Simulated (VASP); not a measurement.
# In (Fd-3m) in VASP: a series of runs

Runs on In. Level: PBE. Tasks: single point, relaxation of cell and atoms.

Program: VASP 6.6.1. These are calculated values, not measurements. Logs are shortened: lines on timing, memory, paths and dates and some standing lists are left out, and cuts for length are marked.

## 1. The cell of the first run

Symmetry: Fd-3m, No. 227, cubic system. The conventional cell has a = 6.342 Å, b = 6.342 Å, c = 6.342 Å, α = 90.00°, β = 90.00°, γ = 90.00°. In (site symmetry -43m) has 4 In at 2.75 Å within 3.6 Å.

## 2. Single point, PBE

Contents of INCAR:

```
PREC     = Accurate       # precision mode
ENCUT    = 520            # plane-wave cutoff, eV
EDIFF    = 1E-7           # SCF threshold, eV
ISMEAR   = -1             # smearing method
SIGMA    = 0.05           # smearing width, eV
LREAL    = F              # projectors in reciprocal space
LASPH    = T              # aspherical terms in the spheres
NELM     = 100            # most SCF steps
ALGO     = Normal         # electronic algorithm
ISIF     = 2              # what is computed and relaxed
LWAVE    = F              # write WAVECAR
LCHARG   = F              # write CHGCAR
GGA      = PE             # functional
NBANDS   = 20             # bands
```

Contents of KPOINTS:

```
regular mesh
0
Gamma
  11 11 11
```

Contents of POSCAR:

```
In
1.0
    0.0000000000      3.1711913215      3.1711913215
    3.1711913215      0.0000000000      3.1711913215
    3.1711913215      3.1711913215      0.0000000000
In
2
Direct
   -0.1250000000     -0.1250000000     -0.1250000000
    0.1250000000      0.1250000000      0.1250000000
```

Potentials or basis: VASP PAW PBE potentials, release 64 (In_d).

On the command line:

```sh
$ cat potpaw_PBE.64/In_d/POTCAR > POTCAR
$ mpirun -np 1 vasp_std > vasp.out
```

OUTCAR:

```text
PREC = Accurate
   ENCUT = 520
   EDIFF = 1E-7
   ISMEAR = -1
   LREAL = F
   LASPH = T
   NELM = 100
   ISIF = 2
   GGA = PE

 ion  position               nearest neighbor table
   1  0.875  0.875  0.875-   2 2.75   2 2.75   2 2.75   2 2.75
   2  0.125  0.125  0.125-   1 2.75   1 2.75   1 2.75   1 2.75

  LATTYP: Found a face centered cubic cell.
 ALAT       =     6.3423826430

  Lattice vectors:

 A1 = (   0.0000000000,   3.1711913215,   3.1711913215)
 A2 = (   3.1711913215,   0.0000000000,   3.1711913215)
 A3 = (   3.1711913215,   3.1711913215,   0.0000000000)

Analysis of symmetry for initial positions (statically):
=====================================================================
 Subroutine PRICEL returns:
 Original cell was already a primitive cell.

 Routine SETGRP: Setting up the symmetry group for a
 face centered cubic supercell.

 Subroutine GETGRP returns: Found 48 space group operations
 (whereof 12 operations were pure point group operations)
 out of a pool of 48 trial point group operations.

The static configuration has the point symmetry D_3d.
 The point group associated with its full space group is O_h .

Analysis of symmetry for dynamics (positions and initial velocities):
=====================================================================
 Subroutine PRICEL returns:
 Original cell was already a primitive cell.

 Routine SETGRP: Setting up the symmetry group for a
 face centered cubic supercell.

 Subroutine GETGRP returns: Found 48 space group operations
 (whereof 12 operations were pure point group operations)
 out of a pool of 48 trial point group operations.

The dynamic configuration has the point symmetry D_3d.
 The point group associated with its full space group is O_h .

 Subroutine INISYM returns: Found 48 space group operations
 (whereof 12 operations are pure point group operations),
 and found     1 'primitive' translations

----------------------------------------------------------------------------------------

                                     Primitive cell

  volume of cell :      63.7819

  direct lattice vectors                    reciprocal lattice vectors
     0.000000000  3.171191321  3.171191321    -0.157669453  0.157669453  0.157669453
     3.171191321  0.000000000  3.171191321     0.157669453 -0.157669453  0.157669453
     3.171191321  3.171191321  0.000000000     0.157669453  0.157669453 -0.157669453

  length of vectors
     4.484741776  4.484741776  4.484741776     0.273091503  0.273091503  0.273091503

  position of ions in fractional coordinates (direct lattice)
     0.875000000  0.875000000  0.875000000
     0.125000000  0.125000000  0.125000000

  ion indices of the primitive-cell ions
   primitive index   ion index
                 1           1
                 2           2

----------------------------------------------------------------------------------------

 KPOINTS: regular mesh

Automatic generation of k-mesh.
 Grid dimensions read from file:
 generate k-points for:   11   11   11

 Generating k-lattice:

  Cartesian coordinates                     Fractional coordinates (reciprocal lattice)
    -0.014333587  0.014333587  0.014333587     0.090909091  0.000000000  0.000000000
     0.014333587 -0.014333587  0.014333587     0.000000000  0.090909091  0.000000000
     0.014333587  0.014333587 -0.014333587     0.000000000  0.000000000  0.090909091

  Length of vectors
     0.024826500  0.024826500  0.024826500

  Shift w.r.t. Gamma in fractional coordinates (k-lattice)
     0.000000000  0.000000000  0.000000000

 Subroutine IBZKPT returns following result:
 ===========================================

 Found     56 irreducible k-points:

 Following reciprocal coordinates:
            Coordinates               Weight
  0.000000  0.000000  0.000000      1.000000
  0.090909  0.000000  0.000000      8.000000
  0.181818  0.000000  0.000000      8.000000
  0.272727  0.000000  0.000000      8.000000
  0.363636  0.000000  0.000000      8.000000
  0.454545  0.000000  0.000000      8.000000
[... 16 lines left out ...]
 -0.272727  0.181818  0.000000     24.000000
 -0.181818  0.181818  0.000000     12.000000
 [... further k-points ...]
   k-points           NKPTS =     56   k-points in BZ     NKDIM =     56   number of bands    NBANDS=     20
   number of dos      NEDOS =    301   number of ions     NIONS =      2
   total plane-waves  NPLWV =  46656
   dimension x,y,z NGX =    36 NGY =   36 NGZ =   36
   dimension x,y,z NGXF=    72 NGYF=   72 NGZF=   72
   ions per type =               2
   NGX,Y,Z   is equivalent  to a cutoff of  13.34, 13.34, 13.34 a.u.
   NGXF,Y,Z  is equivalent  to a cutoff of  26.69, 26.69, 26.69 a.u.
 SYSTEM =  unknown system
   PREC   = accura    normal or accurate (medium, high low for compatibility)
   ISTART =      0    job   : 0-new  1-cont  2-samecut
   ICHARG =      2    charge: 1-file 2-atom 10-const
   ISPIN  =      1    spin polarized calculation?
   LNONCOLLINEAR =      F non collinear calculations
   LSORBIT =      F    spin-orbit coupling
   LASPH  =      T    aspherical Exc in radial PAW
   ENCUT  =  520.0 eV  38.22 Ry    6.18 a.u.   8.34  8.34  8.34*2*pi/ulx,y,z
   NELM   =    100;   NELMIN=  2; NELMDL= -5     # of ELM steps
   EDIFF  = 0.1E-06   stopping-criterion for ELM
   LREAL  =      F    real-space projection
   EDIFFG = 0.1E-05   stopping-criterion for IOM
   NSW    =      0    number of steps for IOM
   IBRION =     -1    ionic relax: 0-MD 1-quasi-New 2-CG
   NFREE  =      0    steps in history (QN), initial steepest desc. (CG)
   ISIF   =      2    stress and relaxation
   ISYM   =      2    0-nonsym 1-usesym 2-fastsym
   POTIM  = 0.5000    time-step for ionic-motion
   TEBEG  =    0.0;   TEEND  =   0.0 temperature during run
   PSTRESS=    0.0 pullay stress
   NELECT =      26.0000    total number of electrons
   NUPDOWN=      -1.0000    fix difference up-down
   EMIN   =  10.00;   EMAX   =-10.00  energy-range for DOS
   EFERMI =   0.00;   METHOD = LEGACY
   ISMEAR =    -1;   SIGMA  =   0.05  broadening in eV -4-tet -1-fermi 0-gaus
   EFERMI_NEDOS =   21; number of points for ismear=-14 and -15
   IALGO  =     38    algorithm
   IMIX   =      4    mixing-type and parameters
     AMIX     =   0.40;   BMIX     =  1.00
     AMIX_MAG =   1.60;   BMIX_MAG =  1.00
  volume/ion in A,a.u.               =      31.89       215.21
  Fermi-wavevector in a.u.,A,eV,Ry     =   1.213855  2.293853 20.047425  1.473444
  Thomas-Fermi vector in A             =   2.349294
   LORBIT       =      0    0 simple, 1 ext, 2 COOP (PROOUT), +10 PAW based schemes
   GGA     = PE    functional components
   LHFCALC =     F    Hartree Fock is set to
   AEXX    =    0.0000 exact exchange contribution
   IVDW    =     0    specifies the selected vdW correction
   LEPSILON=     F    determine dielectric tensor
   LRPA    =     F    only Hartree local field effects (RPA)
 non-spin polarized calculation
  energy-cutoff  :      520.00
  volume of cell :       63.78
 maximum number of plane-waves:      1759
 NGX is ok and might be reduce to    36
   NGX = 17   NGY = 17   NGZ = 17

 number of electron      26.0000010 magnetization

 Free energy of the ion-electron system (eV)
  ---------------------------------------------------
  ext. energy  EPLUGINS =         0.00000000
  ---------------------------------------------------
  free energy    TOTEN  =        -4.24805608 eV

  energy without entropy =       -4.23639288  energy(sigma->0) =       -4.24222448

 E-fermi :   5.0462     XC(G=0):  -9.0520

 val. band max:        5.0454964760   @ k =   0.4545   0.2727   0.0000
 cond. band min:       5.0716955093   @ k =   0.1818   0.1818   0.0000
 fundamental gap:      0.0261990333
 Fermi energy:         5.0462031368

 k-point     1 :       0.0000    0.0000    0.0000
  band No.  band energies     occupation
      1      -9.7897      2.00000
      2      -9.7897      2.00000
      3      -9.7897      2.00000
      4      -9.7067      2.00000
      5      -9.7067      2.00000
      6      -9.1249      2.00000
[... 12 lines left out ...]
     19      11.5301      0.00000
     20      14.5854      0.00000

 k-point     2 :       0.0909    0.0000    0.0000
  band No.  band energies     occupation
      1      -9.8051      2.00000
      2      -9.8051      2.00000
      3      -9.7869      2.00000
      4      -9.6856      2.00000
      5      -9.6856      2.00000
      6      -9.1371      2.00000
[... 12 lines left out ...]
     19      12.1188      0.00000
     20      13.9840      0.00000

 k-point     3 :       0.1818    0.0000    0.0000
  band No.  band energies     occupation
      1      -9.8279      2.00000
      2      -9.8279      2.00000
      3      -9.7796      2.00000
      4      -9.6482      2.00000
      5      -9.6482      2.00000
      6      -9.1601      2.00000
[... 12 lines left out ...]
     19      12.8063      0.00000
     20      13.5640      0.00000

 k-point     4 :       0.2727    0.0000    0.0000
  band No.  band energies     occupation
      1      -9.8431      2.00000
      2      -9.8431      2.00000
      3      -9.7700      2.00000
      4      -9.6171      2.00000
      5      -9.6171      2.00000
      6      -9.1779      2.00000
[... 12 lines left out ...]
     19      12.8120      0.00000
     20      13.7778      0.00000

 k-point     5 :       0.3636    0.0000    0.0000
  band No.  band energies     occupation
      1      -9.8498      2.00000
      2      -9.8498      2.00000
      3      -9.7612      2.00000
      4      -9.5998      2.00000
      5      -9.5998      2.00000
      6      -9.1866      2.00000
[... 12 lines left out ...]
     19      14.1645      0.00000
     20      14.5934      0.00000
[... 353 lines left out ...]
      6      -9.3213      2.00000
[... 12 lines left out ...]
     19      14.2944      0.00000
     20      15.4120      0.00000

 k-point    22 :      -0.3636    0.1818    0.0000
  band No.  band energies     occupation
      1      -9.8996      2.00000
      2      -9.8747      2.00000
      3      -9.6902      2.00000
      4      -9.5686      2.00000
      5      -9.5160      2.00000
      6      -9.2779      2.00000
[... 12 lines left out ...]
     19      14.1900      0.00000
     20      14.2397      0.00000

 k-point    23 :      -0.2727    0.1818    0.0000
  band No.  band energies     occupation
      1      -9.8811      2.00000
      2      -9.8764      2.00000
      3      -9.7062      2.00000
      4      -9.6022      2.00000
      5      -9.5246      2.00000
      6      -9.2714      2.00000
[... 12 lines left out ...]
     19      13.2166      0.00000
     20      14.5679      0.00000

 k-point    24 :      -0.1818    0.1818    0.0000
  band No.  band energies     occupation
      1      -9.8687      2.00000
      2      -9.8536      2.00000
      3      -9.7419      2.00000
      4      -9.6250      2.00000
      5      -9.5599      2.00000
      6      -9.2471      2.00000
[... 12 lines left out ...]
     19      12.8311      0.00000
     20      14.5285      0.00000

 [... further k-points ...]
[... 5 lines left out ...]
  --------------------------------------------------------------------------------------
  -------------------------------------------------------------------------------------
  Total        2.4621408      2.4621408      2.4621408      0.0000000     -0.0000000      0.0000000
  in kB       61.8480679     61.8480679     61.8480679      0.0000000     -0.0000000      0.0000000
  external PRESSURE =      61.8480679 kB  Pullay stress =       0.0000000 kB

 VOLUME and BASIS-vectors are now :
 -----------------------------------------------------------------------------
  energy-cutoff  :      520.00
  volume of cell :       63.78
      direct lattice vectors                 reciprocal lattice vectors
     0.000000000  3.171191321  3.171191321    -0.157669453  0.157669453  0.157669453
     3.171191321  0.000000000  3.171191321     0.157669453 -0.157669453  0.157669453
     3.171191321  3.171191321  0.000000000     0.157669453  0.157669453 -0.157669453

 POSITION                                       TOTAL-FORCE (eV/Angst)
 -----------------------------------------------------------------------------------
      5.54958      5.54958      5.54958         0.000000      0.000000      0.000000
      0.79280      0.79280      0.79280        -0.000000     -0.000000     -0.000000
 -----------------------------------------------------------------------------------
    total drift:                                0.000000      0.000000      0.000000

  FREE ENERGIE OF THE ION-ELECTRON SYSTEM (eV)
  ---------------------------------------------------
  free  energy   TOTEN  =        -4.2480560827 eV

  energy  without entropy=       -4.2363928779  energy(sigma->0) =       -4.24222448
```

Wall time 79 s (1 thread of AMD EPYC 7R43 (Zen 3), shared host); peak memory 0.19 GiB.

What came out:

* Free energy: -4.2481 eV
* Pressure: 6.2 GPa
* Band gap on the k mesh: zero (band 13 reaches 7.81 eV, above the bottom of band 14 at 4.02 eV)

Caveat: spin-orbit coupling is left out, which moves the levels of the heavy elements.

(Continued in part 2 of 2.)
